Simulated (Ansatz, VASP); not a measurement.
One calculation of TaN, two programs

Contents of INCAR:

```
SYSTEM = TaN
PREC = Accurate ; ENCUT = 520
EDIFF = 1E-7 ; ISMEAR = 0
SIGMA = 0.15 ; LREAL = .FALSE.
LASPH = .TRUE. ; NELM = 80
ALGO = Normal ; ISIF = 2
LWAVE = .FALSE. ; LCHARG = .FALSE.
GGA = PE ; NBANDS = 15
```

The input KPOINTS:

```
Automatic mesh
0
G
  24 24 24
  0 0 0
```

POSCAR

```
TaN
1.0
    0.0000000000      2.3535212201      2.3535212201
    2.2086347786      0.1448864415      2.2086347786
    2.2086347786      2.2086347786      0.1448864415
Ta N
1 1
Direct
    0.5000000000      0.5000000000      0.5000000000
    0.0000000000      0.0000000000      0.0000000000
```

Input for Ansatz:

```yaml
crystal:
  lattice:
    - [0.0, 2.3535212201, 2.3535212201]
    - [2.2086347786, 0.1448864415, 2.2086347786]
    - [2.2086347786, 2.2086347786, 0.1448864415]
  atoms:
    - { symbol: Ta, position: [0.5, 0.5, 0.5] }
    - { symbol: "N", position: [0.0, 0.0, 0.0] }
basis:
  ecutwfc: 420
kpoints:
  mp_grid: { grid: [24, 24, 24] }
hamiltonian:
  xc: pbe
scf:
  occupations: { method: gaussian, width: 0.15 }
output:
  forces: true
  stress: true
  eigenvalues: true
```

Change from the starting cell: strain +0.1312 x Voigt [0, 0, 0, 1, 0, 0], atoms carried along.

Alike in both runs: task single point; functional PBE; k mesh 24 × 24 × 24; occupations gaussian, width 0.15 eV; no spin polarisation.

|  | VASP | Ansatz |
| --- | --- | --- |
| version | VASP 6.6.1 | Ansatz 0.2.0 |
| potentials or method | VASP PAW PBE potentials, release 64 (Ta_pv, N), cutoff 520 eV | scalar-relativistic, plane waves, PAW |
| valence electrons in the cell | 16 | 18 |

```csv
,VASP,Ansatz,Ansatz less VASP
gap on the k mesh at the Fermi level (eV),none,none,-
pressure (GPa),2.9,2.1,-0.79
"traceless stress, the component that is largest in VASP (GPa)",-6.35,-6.39,-0.040
```

A gap of «none» marks a metal or a gap that the smearing closes. The functional is the same, so the differences come from potentials, cutoffs and numerics. VASP's potentials hold 16 valence electrons a cell and Ansatz's 18, so a difference there can come from the potentials and not from the codes.

Spin-orbit coupling is off throughout.
